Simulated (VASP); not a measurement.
# Bi (P6_3/mmc) in VASP: relaxation of cell and atoms with PBEsol

Aim: the relaxation of cell and atoms of Bi with PBEsol.

All numbers are computed with VASP 6.6.1; they aren't measurements. Logs are shortened: lines on timing, memory, paths and dates and some standing lists are left out, and cuts for length are marked.

**1. The cell of the first run**

It takes space group P6_3/mmc (No. 194, hexagonal). Conventional cell: a = 4.537 Å, b = 4.537 Å, c = 5.200 Å, α = 90.00°, β = 90.00°, γ = 120.00°. Bi (site symmetry -6m2) has 12 Bi at 3.69 to 4.54 Å within 4.8 Å.

This isn't the form of Bi at room conditions, which is rhombohedral.

**2. Relaxation of cell and atoms, PBEsol**

INCAR reads:

```
SYSTEM = Bi
PREC = Accurate
ENCUT = 600
EDIFF = 1E-7
ISMEAR = 0
SIGMA = 0.1
LREAL = .False.
LASPH = .True.
NELM = 60
ALGO = Normal
ISIF = 3
LWAVE = .False.
LCHARG = .False.
GGA = PS
IBRION = 2
NSW = 100
EDIFFG = -0.05
```

KPOINTS reads:

```
Automatic mesh
0
Gamma
  6 6 4
  0 0 0
```

POSCAR reads:

```
Bi
1.0
    4.5367400000      0.0000000000      0.0000000000
   -2.2683700000      3.9289320904      0.0000000000
    0.0000000000      0.0000000000      5.1998300000
Bi
2
Direct
    0.3333333333      0.6666666667      0.2500000000
    0.6666666667      0.3333333333      0.7500000000
```

Potentials or basis: VASP PAW PBE potentials, release 64 (Bi_d).

Command:

```bash
> cat potpaw_PBE.64/Bi_d/POTCAR > POTCAR
> mpirun -np 1 vasp_std > vasp.out
```

OUTCAR:

```text
SYSTEM = Bi
   PREC = Accurate
   ENCUT = 600
   EDIFF = 1E-7
   ISMEAR = 0
   LREAL = .False.
   LASPH = .True.
   NELM = 60
   ISIF = 3
   GGA = PS
   IBRION = 2
   NSW = 100
   EDIFFG = -0.05

 ion  position               nearest neighbor table
   1  0.333  0.667  0.250-   2 3.69   2 3.69   2 3.69   2 3.69   2 3.69   2 3.69
   2  0.667  0.333  0.750-   1 3.69   1 3.69   1 3.69   1 3.69   1 3.69   1 3.69

  LATTYP: Found a hexagonal cell.
 ALAT       =     4.5367400000
 C/A-ratio  =     1.1461600180

  Lattice vectors:

 A1 = (   4.5367400000,   0.0000000000,   0.0000000000)
 A2 = (  -2.2683700000,   3.9289320904,   0.0000000000)
 A3 = (   0.0000000000,   0.0000000000,   5.1998300000)

Analysis of symmetry for initial positions (statically):
=====================================================================
 Subroutine PRICEL returns:
 Original cell was already a primitive cell.

 Routine SETGRP: Setting up the symmetry group for a
 hexagonal supercell.

 Subroutine GETGRP returns: Found 24 space group operations
 (whereof 12 operations were pure point group operations)
 out of a pool of 24 trial point group operations.

The static configuration has the point symmetry D_3d.
 The point group associated with its full space group is D_6h.

Analysis of symmetry for dynamics (positions and initial velocities):
=====================================================================
 Subroutine PRICEL returns:
 Original cell was already a primitive cell.

 Routine SETGRP: Setting up the symmetry group for a
 hexagonal supercell.

 Subroutine GETGRP returns: Found 24 space group operations
 (whereof 12 operations were pure point group operations)
 out of a pool of 24 trial point group operations.

The dynamic configuration has the point symmetry D_3d.
 The point group associated with its full space group is D_6h.

 Subroutine INISYM returns: Found 24 space group operations
 (whereof 12 operations are pure point group operations),
 and found     1 'primitive' translations

----------------------------------------------------------------------------------------

                                     Primitive cell

  volume of cell :      92.6846

  direct lattice vectors                    reciprocal lattice vectors
     4.536740000  0.000000000  0.000000000     0.220422594  0.127261044  0.000000000
    -2.268370000  3.928932090  0.000000000     0.000000000  0.254522088  0.000000000
     0.000000000  0.000000000  5.199830000     0.000000000  0.000000000  0.192313979

  length of vectors
     4.536740000  4.536740000  5.199830000     0.254522088  0.254522088  0.192313979

  position of ions in fractional coordinates (direct lattice)
     0.333333333  0.666666667  0.250000000
     0.666666667  0.333333333  0.750000000

  ion indices of the primitive-cell ions
   primitive index   ion index
                 1           1
                 2           2

----------------------------------------------------------------------------------------

 KPOINTS: Automatic mesh

Automatic generation of k-mesh.
 Grid dimensions read from file:
 generate k-points for:    6    6    4

 Generating k-lattice:

  Cartesian coordinates                     Fractional coordinates (reciprocal lattice)
     0.036737099  0.021210174  0.000000000     0.166666667 -0.000000000  0.000000000
     0.000000000  0.042420348  0.000000000     0.000000000  0.166666667  0.000000000
     0.000000000  0.000000000  0.048078495     0.000000000  0.000000000  0.250000000

  Length of vectors
     0.042420348  0.042420348  0.048078495

  Shift w.r.t. Gamma in fractional coordinates (k-lattice)
     0.000000000  0.000000000  0.000000000

 Subroutine IBZKPT returns following result:
 ===========================================

 Found     21 irreducible k-points:

 Following reciprocal coordinates:
            Coordinates               Weight
  0.000000  0.000000  0.000000      1.000000
  0.166667 -0.000000  0.000000      6.000000
  0.333333 -0.000000  0.000000      6.000000
  0.500000  0.000000  0.000000      3.000000
  0.166667  0.166667  0.000000      6.000000
  0.333333  0.166667  0.000000     12.000000
[... 13 lines left out ...]
  0.333333  0.166667  0.500000     12.000000
  0.333333  0.333333  0.500000      2.000000
   k-points           NKPTS =     21   k-points in BZ     NKDIM =     21   number of bands    NBANDS=     19
   number of dos      NEDOS =    301   number of ions     NIONS =      2
   total plane-waves  NPLWV =  54432
   dimension x,y,z NGX =    36 NGY =   36 NGZ =   42
   dimension x,y,z NGXF=    72 NGYF=   72 NGZF=   84
   ions per type =               2
   NGX,Y,Z   is equivalent  to a cutoff of  13.19, 13.19, 13.43 a.u.
   NGXF,Y,Z  is equivalent  to a cutoff of  26.38, 26.38, 26.86 a.u.
 SYSTEM =  Bi
   PREC   = accura    normal or accurate (medium, high low for compatibility)
   ISTART =      0    job   : 0-new  1-cont  2-samecut
   ICHARG =      2    charge: 1-file 2-atom 10-const
   ISPIN  =      1    spin polarized calculation?
   LNONCOLLINEAR =      F non collinear calculations
   LSORBIT =      F    spin-orbit coupling
   LASPH  =      T    aspherical Exc in radial PAW
   ENCUT  =  600.0 eV  44.10 Ry    6.64 a.u.   9.06  9.06 10.39*2*pi/ulx,y,z
   NELM   =     60;   NELMIN=  2; NELMDL= -5     # of ELM steps
   EDIFF  = 0.1E-06   stopping-criterion for ELM
   LREAL  =      F    real-space projection
   EDIFFG = -.5E-01   stopping-criterion for IOM
   NSW    =    100    number of steps for IOM
   IBRION =      2    ionic relax: 0-MD 1-quasi-New 2-CG
   NFREE  =      1    steps in history (QN), initial steepest desc. (CG)
   ISIF   =      3    stress and relaxation
   ISYM   =      2    0-nonsym 1-usesym 2-fastsym
   POTIM  = 0.5000    time-step for ionic-motion
   TEBEG  =    0.0;   TEEND  =   0.0 temperature during run
   PSTRESS=    0.0 pullay stress
   NELECT =      30.0000    total number of electrons
   NUPDOWN=      -1.0000    fix difference up-down
   EMIN   =  10.00;   EMAX   =-10.00  energy-range for DOS
   EFERMI =   0.00;   METHOD = LEGACY
   ISMEAR =     0;   SIGMA  =   0.10  broadening in eV -4-tet -1-fermi 0-gaus
   EFERMI_NEDOS =   21; number of points for ismear=-14 and -15
   IALGO  =     38    algorithm
   IMIX   =      4    mixing-type and parameters
     AMIX     =   0.40;   BMIX     =  1.00
     AMIX_MAG =   1.60;   BMIX_MAG =  1.00
  volume/ion in A,a.u.               =      46.34       312.73
  Fermi-wavevector in a.u.,A,eV,Ry     =   1.124034  2.124116 17.190310  1.263452
  Thomas-Fermi vector in A             =   2.260703
   LORBIT       =      0    0 simple, 1 ext, 2 COOP (PROOUT), +10 PAW based schemes
   GGA     = PS    functional components
   LHFCALC =     F    Hartree Fock is set to
   AEXX    =    0.0000 exact exchange contribution
   IVDW    =     0    specifies the selected vdW correction
   LEPSILON=     F    determine dielectric tensor
   LRPA    =     F    only Hartree local field effects (RPA)
 conjugate gradient relaxation of ions
 non-spin polarized calculation
 Gauss-broadening in eV      SIGMA  =   0.10
  energy-cutoff  :      600.00
  volume of cell :       92.68
 maximum number of plane-waves:      3117
   NGX = 19   NGY = 19   NGZ = 21

--------------------------------------- Ionic step        1  -------------------------------------------

 number of electron      29.9999993 magnetization

 Free energy of the ion-electron system (eV)
  ---------------------------------------------------
  ext. energy  EPLUGINS =         0.00000000
  ---------------------------------------------------
  free energy    TOTEN  =        -7.26136907 eV

  energy without entropy =       -7.24816561  energy(sigma->0) =       -7.25476734

 E-fermi :   3.5623     XC(G=0):  -8.5953

 val. band max:        3.5405970272   @ k =   0.3333   0.1667   0.0000
 cond. band min:       3.6099257868   @ k =   0.0000   0.0000   0.0000
 fundamental gap:      0.0693287596
 Fermi energy:         3.5622844992

 k-point     1 :       0.0000    0.0000    0.0000
  band No.  band energies     occupation
      1     -19.1873      2.00000
      2     -19.1873      2.00000
      3     -19.1726      2.00000
      4     -19.1522      2.00000
      5     -19.1522      2.00000
      6     -19.1518      2.00000
[... 11 lines left out ...]
     18       7.2904      0.00000
     19       7.5874      0.00000
[... 615 lines left out ...]
  energy  without entropy=       -8.4635690819  energy(sigma->0) =       -8.46694993

--------------------------------------- Ionic step        6  -------------------------------------------

 number of electron      29.9999993 magnetization

 E-fermi :   6.7757     XC(G=0):  -9.9609

 val. band max:        6.7685185118   @ k =   0.0000   0.0000   0.5000
 cond. band min:       6.8785100066   @ k =   0.3333  -0.0000   0.5000
 fundamental gap:      0.1099914948
 Fermi energy:         6.7756605101

 k-point     1 :       0.0000    0.0000    0.0000
  band No.  band energies     occupation
      1     -16.0200      2.00000
      2     -16.0200      2.00000
      3     -16.0025      2.00000
      4     -15.9055      2.00000
      5     -15.9055      2.00000
      6     -15.8899      2.00000
[... 11 lines left out ...]
     18      10.5523      0.00000
     19      11.4831      0.00000
[... 471 lines left out ...]
  energy  without entropy=       -8.4302449139  energy(sigma->0) =       -8.43479582

--------------------------------------- Ionic step        7  -------------------------------------------

 number of electron      30.0000006 magnetization

 Free energy of the ion-electron system (eV)
  ---------------------------------------------------
  ext. energy  EPLUGINS =         0.00000000
  ---------------------------------------------------
  free energy    TOTEN  =        -8.48280228 eV

  energy without entropy =       -8.47647820  energy(sigma->0) =       -8.47964024

 E-fermi :   6.9955     XC(G=0): -10.0313

 val. band max:        6.9638808998   @ k =   0.1667  -0.0000   0.2500
 cond. band min:       7.1175059991   @ k =   0.3333  -0.0000   0.5000
 fundamental gap:      0.1536250993
 Fermi energy:         6.9955097648

 k-point     1 :       0.0000    0.0000    0.0000
  band No.  band energies     occupation
      1     -15.9229      2.00000
      2     -15.9229      2.00000
      3     -15.8990      2.00000
      4     -15.7918      2.00000
      5     -15.7918      2.00000
      6     -15.7844      2.00000
[... 11 lines left out ...]
     18      10.5890      0.00000
     19      11.8808      0.00000
[... 467 lines left out ...]
  FREE ENERGIE OF THE ION-ELECTRON SYSTEM (eV)
  ---------------------------------------------------
  free  energy   TOTEN  =        -8.4828022850 eV

  energy  without entropy=       -8.4764781970  energy(sigma->0) =       -8.47964024

 reached required accuracy - stopping structural energy minimisation
```

It took 3.3 min on 1 thread of Intel Xeon 8259CL, shared host; peak memory 0.25 GiB.

What came out:

```
Free energy                           : -8.4828 eV
Relaxed volume                        : 33.04 Å³/atom
Relaxed cell                          : a = 4.259 Å, b = 4.259 Å, c = 4.206 Å, α = 90.00°, β = 90.00°, γ = 120.00°
Space group after relaxing (to 0.1 Å) : P6_3/mmc (No. 194)
Energy gained by relaxing             : 610.7 meV/atom
Ionic steps                           : 7
Pressure after relaxing               : 0.1 GPa
Band gap on the k mesh                : zero (bands 15 and 16 overlap by 2.98 eV)
```

The path:
| step | energy change (eV) | largest force (eV/Å) | pressure (GPa) | volume (Å³) |
| --- | --- | --- | --- | --- |
| 1 | 0.0000 | 0.0000 | -8.39 | 92.68 |
| 2 | -1.1785 | 0.0000 | 1.53 | 63.64 |
| 3 | -1.1817 | 0.0000 | 0.58 | 64.64 |
| 4 | -1.1811 | 0.0000 | 0.15 | 65.14 |
| 5 | -1.2090 | 0.0000 | 0.03 | 65.62 |
| 6 | -1.1780 | 0.0000 | 0.60 | 66.79 |
| 7 | -1.2214 | 0.0000 | 0.10 | 66.09 |

Final structure:
```
CELL_PARAMETERS angstrom
4.25923 0.00000 0.00000
-2.12961 3.68860 0.00000
0.00000 0.00000 4.20643
ATOMIC_POSITIONS crystal
Bi 0.33333 0.66667 0.25000
Bi 0.66667 0.33333 0.75000
```

Levels at points of the mesh, in eV from the Fermi level:
| k point | band 13 | band 14 | band 15 | band 16 | band 17 | band 18 |
| --- | --- | --- | --- | --- | --- | --- |
| (0.00, 0.00, 0.00) | -2.67 | -0.91 | -0.91 | 2.26 | 2.26 | 3.59 |
| (0.50, 0.00, 0.00) | -2.60 | -2.58 | -0.64 | 1.12 | 1.47 | 3.73 |
| (0.00, 0.00, 0.50) | 0.27 | 0.27 | 0.94 | 0.94 | 0.94 | 0.94 |
| (0.50, 0.00, 0.50) | -4.60 | -4.60 | -0.09 | -0.09 | 2.05 | 2.05 |

Caveat: the volume moved by over 15 % at a fixed basis, so the end points are rough; the PAW data sets were made with another functional, which shifts forces and pressure a little; spin-orbit coupling is left out, which moves the levels of the heavy elements.

The gap in the log of VASP goes by the Fermi energy; the results here count the filled bands.